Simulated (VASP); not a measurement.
# Fe (Pm-3m) in VASP: relaxation of cell and atoms with PBE

Aim: the relaxation of cell and atoms of Fe with PBE.

All numbers are computed with VASP 6.6.1; they aren't measurements. Logs are shortened: lines on timing, memory, paths and dates and some standing lists are left out, and cuts for length are marked.

### Step 1. The cell of the first run

The structure is cubic, space group Pm-3m (No. 221). Conventional cell: a = 2.307 Å, b = 2.307 Å, c = 2.307 Å, α = 90.00°, β = 90.00°, γ = 90.00°. Fe (site symmetry m-3m) has 6 Fe at 2.31 Å within 3.0 Å.

This isn't the form of Fe at room conditions, which is bcc.

### Step 2. Relaxation of cell and atoms, PBE, collinear spin, ferromagnetic start

Contents of INCAR:

```
PREC     = Accurate       # precision mode
ENCUT    = 690            # plane-wave cutoff, eV
EDIFF    = 1E-7           # SCF threshold, eV
ISMEAR   = -1             # smearing method
SIGMA    = 0.1            # smearing width, eV
LREAL    = False          # projectors in reciprocal space
LASPH    = True           # aspherical terms in the spheres
NELM     = 200            # most SCF steps
ALGO     = Normal         # electronic algorithm
ISIF     = 3              # what is computed and relaxed
LWAVE    = False          # write WAVECAR
LCHARG   = False          # write CHGCAR
ISPIN    = 2              # spin polarisation
MAGMOM   = 2.5            # initial moments
LORBIT   = 11             # projections on sites
LMAXMIX  = 4              # l up to which the mixer works
GGA      = PE             # functional
IBRION   = 2              # ionic algorithm
NSW      = 60             # ionic steps
EDIFFG   = -0.005         # ionic threshold
GGA_COMPAT= False        
NELMIN   = 4
```

Contents of KPOINTS:

```
Automatic mesh
0
Gamma
  18 18 18
```

Contents of POSCAR:

```
Fe
1.0
    2.3066674834      0.0000000000      0.0000000000
    0.0000000000      2.3066674834      0.0000000000
    0.0000000000      0.0000000000      2.3066674834
Fe
1
Direct
    0.0000000000      0.0000000000      0.0000000000
```

Potentials or basis: VASP PAW PBE potentials, release 64 (Fe_sv).

Command:

```bash
> cat potpaw_PBE.64/Fe_sv/POTCAR > POTCAR
> mpirun -np 1 vasp_std > vasp.out
```

OUTCAR:

```text
PREC = Accurate
   ENCUT = 690
   EDIFF = 1E-7
   ISMEAR = -1
   LREAL = False
   LASPH = True
   NELM = 200
   ISIF = 3
   ISPIN = 2
   LORBIT = 11
   GGA = PE
   IBRION = 2
   NSW = 60
   EDIFFG = -0.005
   NELMIN = 4

 ion  position               nearest neighbor table
   1  0.000  0.000  0.000-

  LATTYP: Found a simple cubic cell.
 ALAT       =     2.3066674834

  Lattice vectors:

 A1 = (   2.3066674834,   0.0000000000,   0.0000000000)
 A2 = (   0.0000000000,   2.3066674834,   0.0000000000)
 A3 = (   0.0000000000,   0.0000000000,   2.3066674834)

Analysis of symmetry for initial positions (statically):
=====================================================================
 Subroutine PRICEL returns:
 Original cell was already a primitive cell.

 Routine SETGRP: Setting up the symmetry group for a
 simple cubic supercell.

 Subroutine GETGRP returns: Found 48 space group operations
 (whereof 48 operations were pure point group operations)
 out of a pool of 48 trial point group operations.

The static configuration has the point symmetry O_h .

Analysis of symmetry for dynamics (positions and initial velocities):
=====================================================================
 Subroutine PRICEL returns:
 Original cell was already a primitive cell.

 Routine SETGRP: Setting up the symmetry group for a
 simple cubic supercell.

 Subroutine GETGRP returns: Found 48 space group operations
 (whereof 48 operations were pure point group operations)
 out of a pool of 48 trial point group operations.

The dynamic configuration has the point symmetry O_h .

Analysis of structural, dynamic, and magnetic symmetry:
=====================================================================
 Subroutine PRICEL returns:
 Original cell was already a primitive cell.

 Routine SETGRP: Setting up the symmetry group for a
 simple cubic supercell.

 Subroutine GETGRP returns: Found 48 space group operations
 (whereof 48 operations were pure point group operations)
 out of a pool of 48 trial point group operations.

The overall configuration has the point symmetry O_h .

 Subroutine INISYM returns: Found 48 space group operations
 (whereof 48 operations are pure point group operations),
 and found     1 'primitive' translations

[... 108 lines left out ...]
   EFERMI_NEDOS =   21; number of points for ismear=-14 and -15
   IALGO  =     38    algorithm
   IMIX   =      4    mixing-type and parameters
     AMIX     =   0.40;   BMIX     =  1.00
     AMIX_MAG =   1.60;   BMIX_MAG =  1.00
  volume/ion in A,a.u.               =      12.27        82.82
  Fermi-wavevector in a.u.,A,eV,Ry     =   1.788394  3.379574 43.516228  3.198353
  Thomas-Fermi vector in A             =   2.851579
   LORBIT       =     11    0 simple, 1 ext, 2 COOP (PROOUT), +10 PAW based schemes
   GGA     = PE    functional components
   LHFCALC =     F    Hartree Fock is set to
   AEXX    =    0.0000 exact exchange contribution
   IVDW    =     0    specifies the selected vdW correction
   LEPSILON=     F    determine dielectric tensor
   LRPA    =     F    only Hartree local field effects (RPA)
 conjugate gradient relaxation of ions
 spin polarized calculation
  energy-cutoff  :      690.00
  volume of cell :       12.27
 maximum number of plane-waves:       520
 NGX is ok and might be reduce to    20
   NGX =  9   NGY =  9   NGZ =  9

--------------------------------------- Ionic step        1  -------------------------------------------

 number of electron      15.9999984 magnetization       2.2413878

 Free energy of the ion-electron system (eV)
  ---------------------------------------------------
  ext. energy  EPLUGINS =         0.00000000
  ---------------------------------------------------
  free energy    TOTEN  =        -7.55691767 eV

  energy without entropy =       -7.52405803  energy(sigma->0) =       -7.54048785

------------------------ aborting loop because EDIFF is reached ----------------------------------------

  FORCE on cell =-STRESS in cart. coord.  units (eV):
  Direction    XX          YY          ZZ          XY          YZ          ZX
  --------------------------------------------------------------------------------------
  -------------------------------------------------------------------------------------
  Total        0.8593488      0.8593488      0.8593488      0.0000000     -0.0000000      0.0000000
  in kB      112.1824869    112.1824869    112.1824869      0.0000000     -0.0000000      0.0000000
  external PRESSURE =     112.1824869 kB  Pullay stress =       0.0000000 kB
[... 22 lines left out ...]
--------------------------------------- Ionic step        2  -------------------------------------------

 number of electron      15.9999993 magnetization       2.4621907

 E-fermi :   9.4556     XC(G=0): -12.4302

 val. band max:        9.4550672270   @ k =   0.5000   0.3889   0.3889
 cond. band min:       9.4631273536   @ k =   0.3889   0.1667   0.1111
 fundamental gap:      0.0080601266
 Fermi energy:         9.4556224757

 spin component 1

 k-point     1 :       0.0000    0.0000    0.0000
  band No.  band energies     occupation
      1     -78.7341      1.00000
      2     -44.5785      1.00000
      3     -44.5785      1.00000
      4     -44.5785      1.00000
      5       1.8064      1.00000
      6       5.6761      1.00000
      7       5.6761      1.00000
      8       8.7938      0.99867
      9       8.7938      0.99867
     10       8.7938      0.99867
     11      27.4534      0.00000
     12      27.4534      0.00000
[... 791 lines left out ...]
--------------------------------------- Ionic step        3  -------------------------------------------

 number of electron      16.0000037 magnetization       2.3625197

 Free energy of the ion-electron system (eV)
  ---------------------------------------------------
  ext. energy  EPLUGINS =         0.00000000
  ---------------------------------------------------
  free energy    TOTEN  =        -7.58550777 eV

  energy without entropy =       -7.55529907  energy(sigma->0) =       -7.57040342

 E-fermi :  10.1855     XC(G=0): -12.7350

 val. band max:       10.1793512284   @ k =   0.5000   0.2778   0.2222
 cond. band min:      10.1887207514   @ k =   0.3889   0.3889   0.2222
 fundamental gap:      0.0093695230
 Fermi energy:        10.1855343304

 spin component 1

 k-point     1 :       0.0000    0.0000    0.0000
  band No.  band energies     occupation
      1     -77.9886      1.00000
      2     -43.7964      1.00000
      3     -43.7964      1.00000
      4     -43.7964      1.00000
      5       2.2742      1.00000
      6       6.2528      1.00000
      7       6.2528      1.00000
      8       9.6546      0.99508
      9       9.6546      0.99508
     10       9.6546      0.99508
     11      28.8321      0.00000
     12      28.8321      0.00000
[... 785 lines left out ...]
  FREE ENERGIE OF THE ION-ELECTRON SYSTEM (eV)
  ---------------------------------------------------
  free  energy   TOTEN  =        -7.5855077652 eV

  energy  without entropy=       -7.5552990722  energy(sigma->0) =       -7.57040342

 reached required accuracy - stopping structural energy minimisation

 total charge

# of ion       s       p       d       tot
------------------------------------------
    1        2.197   6.011   5.582  13.790

 magnetization (x)

# of ion       s       p       d       tot
------------------------------------------
    1        0.005   0.002   2.284   2.292
```

CONTCAR:

```text
Fe
   1.00000000000000
     2.3598925138286466    0.0000000000000000    0.0000000000000000
     0.0000000000000000    2.3598925138286466   -0.0000000000000000
     0.0000000000000000   -0.0000000000000000    2.3598925138286466
  Fe
     1
Direct
     0.0000000000000000    0.0000000000000000    0.0000000000000000

  0.00000000E+00  0.00000000E+00  0.00000000E+00
```

Run time: 80 s. Hardware: 1 thread of Intel Xeon 6975P-C (Granite Rapids), shared host; peak memory 0.2 GiB.

What came out:

- Free energy: -7.5855 eV
- Relaxed volume: 13.14 Å³/atom
- Relaxed cell: a = 2.360 Å, b = 2.360 Å, c = 2.360 Å, α = 90.00°, β = 90.00°, γ = 90.00°
- Space group after relaxing (to 0.1 Å): Pm-3m (No. 221)
- Energy gained by relaxing: 28.6 meV/atom
- Ionic steps: 3
- Pressure after relaxing: 0.0 GPa
- Net moment: 2.36 μB per cell
- Site moments: Fe +2.29 μB
- Valence electrons inside the program's atomic spheres: Fe 13.79

The path:
| step | energy change (eV) | largest force (eV/Å) | pressure (GPa) | volume (Å³) |
| --- | --- | --- | --- | --- |
| 1 | 0.0000 | 0.0000 | 11.22 | 12.27 |
| 2 | -0.0126 | 0.0000 | -6.64 | 13.86 |
| 3 | -0.0286 | 0.0000 | -0.04 | 13.14 |

Final structure:
```
Fe
1.0
     2.35989    0.00000    0.00000
     0.00000    2.35989    0.00000
     0.00000    0.00000    2.35989
Fe
1
Direct
  0.00000 0.00000 0.00000
```

Levels at points of the mesh, in eV from the Fermi level:
Spin up:
```tsv
k point	band 7	band 8	band 9	band 10	band 11	band 12
(0.00, 0.00, 0.00)	-3.93	-0.53	-0.53	-0.53	18.65	18.65
(0.50, 0.00, 0.00)	-1.77	-1.77	-1.21	-0.42	4.27	22.42
(0.50, 0.50, 0.00)	-1.52	-1.52	0.88	5.00	5.00	11.04
(0.50, 0.50, 0.50)	-3.96	0.95	0.95	11.75	11.75	11.75
```
Spin down:
| k point | band 4 | band 5 | band 6 | band 7 | band 8 | band 9 | band 10 | band 11 |
| --- | --- | --- | --- | --- | --- | --- | --- | --- |
| (0.00, 0.00, 0.00) | -51.29 | -7.62 | -2.47 | -2.47 | 2.50 | 2.50 | 2.50 | 19.23 |
| (0.50, 0.00, 0.00) | -51.26 | -3.08 | -1.88 | -1.09 | 1.02 | 1.02 | 2.63 | 5.70 |
| (0.50, 0.50, 0.00) | -51.22 | -3.16 | -1.47 | 1.34 | 1.34 | 2.81 | 5.36 | 5.36 |
| (0.50, 0.50, 0.50) | -51.65 | -1.74 | -1.74 | -1.74 | 2.89 | 2.89 | 12.18 | 12.39 |
